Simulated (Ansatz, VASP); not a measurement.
## SiNi in VASP and in Ansatz

```
Si Ni
1.0
     2.99479    0.00000    0.00000
     0.00000    3.23460    0.00000
     0.00000    0.00000    4.60238
Si Ni
2 2
Direct
  0.50000 0.50000 0.84351
  0.00000 0.00000 0.15649
  0.50000 0.50000 0.34488
  0.00000 0.00000 0.65512
```

Change from the starting cell: strain along c alone, the other axes held, atoms relaxed: -1.5 %.

Alike in both runs: functional PBEsol; k mesh 18 × 16 × 12; occupations gaussian, width 0.1 eV; no spin polarisation.

Ansatz relaxed the structure, and its values are those at the end. VASP's run is a single point on that final structure, the one shown.

|  | VASP | Ansatz |
| --- | --- | --- |
| version | VASP 6.6.1 | Ansatz 0.2.0 |
| potentials or method | VASP PAW PBE potentials, release 64 (Si, Ni), cutoff 520 eV | scalar-relativistic, plane waves, PAW |
| valence electrons in the cell | 28 | 44 |

|  | VASP | Ansatz | Ansatz less VASP |
| --- | --- | --- | --- |
| gap on the k mesh at the Fermi level (eV) | none | none | - |
| pressure (GPa) | 3.8 | 3.6 | -0.18 |
| rms of the force components (eV/Å) | 0.004 | 0.001 | -0.0025 |

VASP's potentials were made for PBE, not for PBEsol. A gap of «none» marks a metal or a gap that the smearing closes. VASP's potentials hold 28 valence electrons a cell and Ansatz's 44, so a difference there can come from the potentials and not from the codes. Ansatz's warnings: stress scf threshold loose.
